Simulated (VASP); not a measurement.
# C6N in VASP: single point with PBE+D3(BJ)

Aim: the single point of C6N with PBE+D3(BJ).

Program: VASP 6.6.1. These are calculated values, not measurements. Logs are shortened: lines on timing, memory, paths and dates and some standing lists are left out, and cuts for length are marked.

### Step 1. The cell of the first run

The cell holds a slab with vacuum, 7 atoms: a = 2.465 Å, b = 2.465 Å, c = 25.749 Å, α = 90.00°, β = 90.00°, γ = 60.00°.

### Step 2. Single point, PBE+D3(BJ), collinear spin, ferromagnetic start

File INCAR:

```
SYSTEM = C6N
PREC     = Accurate       ! precision mode
ENCUT    = 520            ! plane-wave cutoff, eV
EDIFF    = 1E-6           ! SCF threshold, eV
ISMEAR   = 0              ! smearing method
SIGMA    = 0.05           ! smearing width, eV
LREAL    = .FALSE.        ! projectors in reciprocal space
LASPH    = .TRUE.         ! aspherical terms in the spheres
NELM     = 150            ! most SCF steps
ALGO     = Normal         ! electronic algorithm
ISIF     = 2              ! what is computed and relaxed
LWAVE    = .FALSE.        ! write WAVECAR
LCHARG   = .FALSE.        ! write CHGCAR
ISPIN    = 2              ! spin polarisation
MAGMOM   = 0 0 0 0 0 0 3  ! initial moments
LORBIT   = 11             ! projections on sites
LDIPOL   = .TRUE.       
IDIPOL   = 3            
DIPOL    = 0.5 0.5 0.498
GGA      = PE             ! functional
IVDW     = 12             ! dispersion correction
NBANDS   = 28             ! bands
```

File KPOINTS:

```
regular mesh
0
G
  12 12 1
  0 0 0
```

File POSCAR:

```
C6N
1.0
    2.4649373942      0.0000000000      0.0000000000
    1.2324826688      2.1346903355      0.0000000000
    0.0000000000      0.0000000000     25.7486607930
C N
6 1
Direct
    0.1656238015      0.1656238015      0.3301142559
    0.4989565371      0.4989565371      0.3301441472
    0.4975285836      0.4975285836      0.4613746938
    0.8308588477      0.8308588477      0.4614134663
    0.8308359616      0.8308359616      0.5935288864
    0.1641696758      0.1641696758      0.5935435290
    0.4968635744      0.4968635744      0.7149413282
```

Potentials or basis: VASP PAW PBE potentials, release 64 (C, N).

The run is started by

```console
cat potpaw_PBE.64/C/POTCAR potpaw_PBE.64/N/POTCAR > POTCAR
mpirun -np 1 vasp_std > vasp.out
```

OUTCAR:

```text
SYSTEM = C6N
   PREC = Accurate
   ENCUT = 520
   EDIFF = 1E-6
   ISMEAR = 0
   LREAL = .FALSE.
   LASPH = .TRUE.
   NELM = 150
   ISIF = 2
   ISPIN = 2
   LORBIT = 11
   GGA = PE
   IVDW = 12
 IVDW          = 12

 ion  position               nearest neighbor table
   1  0.166  0.166  0.330-   2 1.42   2 1.42   2 1.42
   2  0.499  0.499  0.330-   1 1.42   1 1.42   1 1.42
   3  0.498  0.498  0.461-   4 1.42   4 1.42   4 1.42
   4  0.831  0.831  0.461-   3 1.42   3 1.42   3 1.42
   5  0.831  0.831  0.594-   6 1.42   6 1.42   6 1.42
   6  0.164  0.164  0.594-   5 1.42   5 1.42   5 1.42
   7  0.497  0.497  0.715-

  LATTYP: Found a hexagonal cell.
 ALAT       =     2.4649373942
 C/A-ratio  =    10.4459694812

  Lattice vectors:

 A1 = (  -1.2324826688,  -2.1346903355,   0.0000000000)
 A2 = (   2.4649373942,   0.0000000000,   0.0000000000)
 A3 = (   0.0000000000,   0.0000000000,  25.7486607930)

Analysis of symmetry for initial positions (statically):
=====================================================================
 Subroutine PRICEL returns:
 Original cell was already a primitive cell.

 Routine SETGRP: Setting up the symmetry group for a
 hexagonal supercell.

 Subroutine GETGRP returns: Found  2 space group operations
 (whereof  2 operations were pure point group operations)
 out of a pool of 24 trial point group operations.

The static configuration has the point symmetry C_1h.

Analysis of symmetry for dynamics (positions and initial velocities):
=====================================================================
 Subroutine PRICEL returns:
 Original cell was already a primitive cell.

 Routine SETGRP: Setting up the symmetry group for a
 hexagonal supercell.

 Subroutine GETGRP returns: Found  2 space group operations
 (whereof  2 operations were pure point group operations)
 out of a pool of 24 trial point group operations.

The dynamic configuration has the point symmetry C_1h.

Analysis of structural, dynamic, and magnetic symmetry:
=====================================================================
 Subroutine PRICEL returns:
 Original cell was already a primitive cell.

 Routine SETGRP: Setting up the symmetry group for a
 hexagonal supercell.

 Subroutine GETGRP returns: Found  2 space group operations
 (whereof  2 operations were pure point group operations)
 out of a pool of 24 trial point group operations.

The overall configuration has the point symmetry C_1h.

 Subroutine INISYM returns: Found  2 space group operations
 (whereof  2 operations are pure point group operations),
 and found     1 'primitive' translations

----------------------------------------------------------------------------------------

                                     Primitive cell

  volume of cell :     135.4863

  direct lattice vectors                    reciprocal lattice vectors
     2.464937394  0.000000000  0.000000000     0.405689817 -0.234228665  0.000000000
     1.232482669  2.134690336  0.000000000     0.000000000  0.468452020  0.000000000
     0.000000000  0.000000000 25.748660793     0.000000000  0.000000000  0.038836971

  length of vectors
     2.464937394  2.464937394 25.748660793     0.468452020  0.468452020  0.038836971

  position of ions in fractional coordinates (direct lattice)
     0.165623801  0.165623801  0.330114256
     0.498956537  0.498956537  0.330144147
     0.497528584  0.497528584  0.461374694
     0.830858848  0.830858848  0.461413466
     0.830835962  0.830835962  0.593528886
     0.164169676  0.164169676  0.593543529
     0.496863574  0.496863574  0.714941328

  ion indices of the primitive-cell ions
   primitive index   ion index
                 1           1
                 2           2
                 3           3
                 4           4
                 5           5
                 6           6
                 7           7

----------------------------------------------------------------------------------------

 KPOINTS: regular mesh

Automatic generation of k-mesh.
 Grid dimensions read from file:
 generate k-points for:   12   12    1

 Generating k-lattice:

  Cartesian coordinates                     Fractional coordinates (reciprocal lattice)
     0.033807485 -0.019519055  0.000000000     0.083333333 -0.000000000  0.000000000
     0.000000000  0.039037668  0.000000000     0.000000000  0.083333333  0.000000000
     0.000000000  0.000000000  0.038836971     0.000000000  0.000000000  1.000000000

  Length of vectors
     0.039037668  0.039037668  0.038836971

  Shift w.r.t. Gamma in fractional coordinates (k-lattice)
     0.000000000  0.000000000  0.000000000

 Subroutine IBZKPT returns following result:
 ===========================================

 Found     43 irreducible k-points:

 Following reciprocal coordinates:
            Coordinates               Weight
  0.000000  0.000000  0.000000      1.000000
  0.083333  0.000000  0.000000      4.000000
  0.083333  0.083333  0.000000      2.000000
  0.166667 -0.000000  0.000000      4.000000
  0.166667  0.166667  0.000000      2.000000
  0.250000  0.000000  0.000000      4.000000
[... 16 lines left out ...]
  0.333333  0.416667  0.000000      4.000000
 -0.083333  0.333333  0.000000      4.000000
 [... further k-points ...]
   k-points           NKPTS =     43   k-points in BZ     NKDIM =     43   number of bands    NBANDS=     28
   number of dos      NEDOS =    301   number of ions     NIONS =      7
   total plane-waves  NPLWV =  62208
   dimension x,y,z NGX =    18 NGY =   18 NGZ =  192
   dimension x,y,z NGXF=    36 NGYF=   36 NGZF=  384
   ions per type =               6   1
   NGX,Y,Z   is equivalent  to a cutoff of  12.14, 12.14, 12.40 a.u.
   NGXF,Y,Z  is equivalent  to a cutoff of  24.28, 24.28, 24.79 a.u.
 SYSTEM =  C6N
   PREC   = accura    normal or accurate (medium, high low for compatibility)
   ISTART =      0    job   : 0-new  1-cont  2-samecut
   ICHARG =      2    charge: 1-file 2-atom 10-const
   ISPIN  =      2    spin polarized calculation?
   LNONCOLLINEAR =      F non collinear calculations
   LSORBIT =      F    spin-orbit coupling
   LASPH  =      T    aspherical Exc in radial PAW
   ENCUT  =  520.0 eV  38.22 Ry    6.18 a.u.   4.58  4.58 47.88*2*pi/ulx,y,z
   NELM   =    150;   NELMIN=  2; NELMDL= -5     # of ELM steps
   EDIFF  = 0.1E-05   stopping-criterion for ELM
   LREAL  =      F    real-space projection
   EDIFFG = 0.1E-04   stopping-criterion for IOM
   NSW    =      0    number of steps for IOM
   IBRION =     -1    ionic relax: 0-MD 1-quasi-New 2-CG
   NFREE  =      0    steps in history (QN), initial steepest desc. (CG)
   ISIF   =      2    stress and relaxation
   ISYM   =      2    0-nonsym 1-usesym 2-fastsym
   POTIM  = 0.5000    time-step for ionic-motion
   TEBEG  =    0.0;   TEEND  =   0.0 temperature during run
   PSTRESS=    0.0 pullay stress
   NELECT =      29.0000    total number of electrons
   NUPDOWN=      -1.0000    fix difference up-down
   EMIN   =  10.00;   EMAX   =-10.00  energy-range for DOS
   EFERMI =   0.00;   METHOD = LEGACY
   ISMEAR =     0;   SIGMA  =   0.05  broadening in eV -4-tet -1-fermi 0-gaus
   EFERMI_NEDOS =   21; number of points for ismear=-14 and -15
   IALGO  =     38    algorithm
   IMIX   =      4    mixing-type and parameters
     AMIX     =   0.40;   BMIX     =  1.00
     AMIX_MAG =   1.60;   BMIX_MAG =  1.00
  volume/ion in A,a.u.               =      19.36       130.62
  Fermi-wavevector in a.u.,A,eV,Ry     =   0.979285  1.850580 13.047970  0.958999
  Thomas-Fermi vector in A             =   2.110126
   LORBIT       =     11    0 simple, 1 ext, 2 COOP (PROOUT), +10 PAW based schemes
   GGA     = PE    functional components
   LHFCALC =     F    Hartree Fock is set to
   AEXX    =    0.0000 exact exchange contribution
   IVDW    =    12    specifies the selected vdW correction
   LEPSILON=     F    determine dielectric tensor
   LRPA    =     F    only Hartree local field effects (RPA)
 spin polarized calculation
 Gauss-broadening in eV      SIGMA  =   0.05
  energy-cutoff  :      520.00
  volume of cell :      135.49
 maximum number of plane-waves:      3696
   NGX =  9   NGY =  9   NGZ = 95

 dipolmoment           0.000000      0.000000     -0.019890 electrons x Angstroem

 number of electron      28.9999994 magnetization       1.2256411

 dipolmoment           0.000000      0.000000      0.076785 electrons x Angstroem

 Free energy of the ion-electron system (eV)
  ---------------------------------------------------
  ext. energy  EPLUGINS =         0.00000000
  ---------------------------------------------------
  free energy    TOTEN  =       -58.51431252 eV

  energy without entropy =      -58.51290765  energy(sigma->0) =      -58.51361008

 E-fermi :  -1.1507     XC(G=0):  -5.3724

 val. band max:       -1.2688084301   @ k =  -0.0833   0.0833   0.0000
 cond. band min:      -1.1402563634   @ k =   0.1667   0.1667   0.0000
 fundamental gap:      0.1285520667
 Fermi energy:        -1.1507065704

 spin component 1

 k-point     1 :       0.0000    0.0000    0.0000
  band No.  band energies     occupation
      1     -20.6807      1.00000
      2     -20.4951      1.00000
      3     -19.9593      1.00000
      4     -16.0332      1.00000
      5      -9.2077      1.00000
      6      -8.4383      1.00000
[... 18 lines left out ...]
     25       7.3315      0.00000
     26       7.3319      0.00000
[... 644 lines left out ...]
      4     -13.7273      1.00000
      5     -11.7632      1.00000
      6     -11.6182      1.00000
[... 18 lines left out ...]
     25       8.9644      0.00000
     26       9.8713      0.00000

 [... further k-points ...]

 spin component 2

 k-point     1 :       0.0000    0.0000    0.0000
  band No.  band energies     occupation
      1     -20.6805      1.00000
      2     -20.4945      1.00000
      3     -19.9526      1.00000
      4     -14.4000      1.00000
      5      -9.2051      1.00000
      6      -8.4270      1.00000
[... 18 lines left out ...]
     25       7.3318      0.00000
     26       7.3322      0.00000
[... 644 lines left out ...]
      4     -11.8575      1.00000
      5     -11.7631      1.00000
      6     -11.6176      1.00000
[... 18 lines left out ...]
     25       8.8567      0.00000
     26      10.0419      0.00000

 [... further k-points ...]

 [bands above 26 left out]

------------------------ aborting loop because EDIFF is reached ----------------------------------------

 vacuum level on the upper side and lower side of the slab       (xc-potential included)         1.214        -1.263

 Edisp (eV)   -0.91413

 E8    (eV) :    -0.2630

  FORCE on cell =-STRESS in cart. coord.  units (eV):
  Direction    XX          YY          ZZ          XY          YZ          ZX
  --------------------------------------------------------------------------------------
  -------------------------------------------------------------------------------------
  Total      -2.50717    -2.50569    -0.04672    -0.00128     0.00002     0.00003
  in kB     -29.64820   -29.63075    -0.55245    -0.01512     0.00018     0.00031
  external pressure =      -19.94 kB  Pullay stress =        0.00 kB

 VOLUME and BASIS-vectors are now :
 -----------------------------------------------------------------------------
  energy-cutoff  :      520.00
  volume of cell :      135.49
      direct lattice vectors                 reciprocal lattice vectors
     2.464937394  0.000000000  0.000000000     0.405689817 -0.234228665  0.000000000
     1.232482669  2.134690336  0.000000000     0.000000000  0.468452020  0.000000000
     0.000000000  0.000000000 25.748660793     0.000000000  0.000000000  0.038836971

 POSITION                                       TOTAL-FORCE (eV/Angst)
 -----------------------------------------------------------------------------------
      0.61238      0.35356      8.50000         0.000576      0.000333     -0.000269
      1.84485      1.06512      8.50077        -0.000447     -0.000258      0.001954
      1.83957      1.06207     11.87978        -0.000060     -0.000034     -0.004446
      3.07203      1.77363     11.88078        -0.000046     -0.000027      0.003550
      3.07195      1.77358     15.28257         0.000081      0.000047      0.004019
      0.60700      0.35045     15.28295        -0.000225     -0.000130     -0.006846
      1.83711      1.06065     18.40878         0.000121      0.000070      0.002039
 -----------------------------------------------------------------------------------
    total drift:                               -0.000940     -0.000543     -0.000348

  FREE ENERGIE OF THE ION-ELECTRON SYSTEM (eV)
  ---------------------------------------------------
  free  energy   TOTEN  =       -59.4284430848 eV

  energy  without entropy=      -59.4270382217  energy(sigma->0) =      -59.42774065

 vacuum level on the upper side and lower side of the slab         5.824         3.194

 total charge

# of ion       s       p       d       tot
------------------------------------------
    1        0.863   1.788   0.000   2.651
    2        0.863   1.788   0.000   2.651
    3        0.863   1.788   0.000   2.651
    4        0.864   1.787   0.000   2.650
    5        0.864   1.784   0.000   2.648
    6        0.864   1.785   0.000   2.649
    7        1.394   1.821   0.000   3.215
--------------------------------------------------
tot          6.576  12.538   0.000  19.115

 magnetization (x)

# of ion       s       p       d       tot
------------------------------------------
    1        0.000   0.000   0.000   0.000
    2       -0.000   0.000   0.000   0.000
    3       -0.000  -0.000   0.000  -0.000
    4        0.000   0.001   0.000   0.001
    5        0.000   0.003   0.000   0.003
    6        0.000   0.003   0.000   0.003
    7        0.023   0.819   0.000   0.842
--------------------------------------------------
tot          0.024   0.825   0.000   0.848
```

It took 18 min on 1 thread of Intel Xeon 8259CL, shared host; peak memory 0.43 GiB.

Results:

- Free energy: -59.4284 eV
- Largest force: 0.007 eV/Å
- Net moment: 1.23 μB per cell
- Site moments: C +0.00, -0.00 (each value once); N +0.84 μB
- Valence electrons inside the program's atomic spheres: C 2.65; N 3.21
- Dispersion energy per atom: -0.131 eV

Forces on the atoms (eV/Å):
```
C    0.001  0.000  0.000
C    0.000  0.000  0.002
C    0.000  0.000 -0.004
C    0.000  0.000  0.004
C    0.000  0.000  0.004
C    0.000  0.000 -0.007
N    0.000  0.000  0.002
```
